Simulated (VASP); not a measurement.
Crystal: Zn.

```
Zn
1.0
     5.50297    0.00000    0.00000
    -2.75149    4.76571    0.00000
     0.00000    0.00000    4.39446
Zn
6
Direct
  0.66469 0.83234 0.25000
  0.16766 0.33531 0.25000
  0.83234 0.16766 0.75000
  0.33531 0.16766 0.75000
  0.83234 0.66469 0.75000
  0.16766 0.83234 0.25000
```

This cell differs from its parent crystal: atoms taken out.

| Property | Result |
| --- | --- |
| Program | VASP 6.6.1 |
| Task | relaxation of cell and atoms |
| Functional | PBE |
| Potentials or basis | VASP PAW PBE potentials, release 64 (Zn) |
| Cutoff | 600 eV |
| k mesh | 6 × 6 × 4 |
| Occupations | gaussian, width 0.1 eV |
| Spin | no spin polarisation |

At the start: pressure -3.8 GPa; volume 19.21 Å³/atom.

**Question.** How do energy, volume and symmetry change on relaxing?

**Answer.** Over 10 steps the energy falls by 37.0 meV/atom and the volume is 17.50 Å³/atom (-8.9 %); space group P6_3/mmc (No. 194, to 0.1 Å) before and after.

Step by step:
```
step  energy change (eV)  largest force (eV/Å)  pressure (GPa)  volume (Å³)
   1              0.0000                0.4422           -3.83       115.25
   2             -0.1697                0.3279           -1.34       107.76
   3             -0.1829                0.1665            2.35       101.90
   4             -0.1935                0.2476            0.66       104.40
   5             -0.2115                0.0810            0.14       104.95
   6             -0.2150                0.0258            0.23       105.31
   7             -0.2149                0.0375            0.06       105.35
   8             -0.2189                0.0218           -0.19       105.59
   9             -0.2215                0.0109           -0.39       105.96
  10             -0.2222                0.0124            0.22       104.98
```

Final structure:
```yaml
crystal:
  lattice:
    - [5.40871, 0.00000, 0.00000]
    - [-2.70436, 4.68408, 0.00000]
    - [0.00000, 0.00000, 4.14352]
  atoms:
    - { symbol: Zn, position: [0.65172, 0.82586, 0.25000] }
    - { symbol: Zn, position: [0.17414, 0.34828, 0.25000] }
    - { symbol: Zn, position: [0.82586, 0.17414, 0.75000] }
    - { symbol: Zn, position: [0.34828, 0.17414, 0.75000] }
    - { symbol: Zn, position: [0.82586, 0.65172, 0.75000] }
    - { symbol: Zn, position: [0.17414, 0.82586, 0.25000] }
```

Caveat: the cell differs from its parent crystal (atoms taken out).
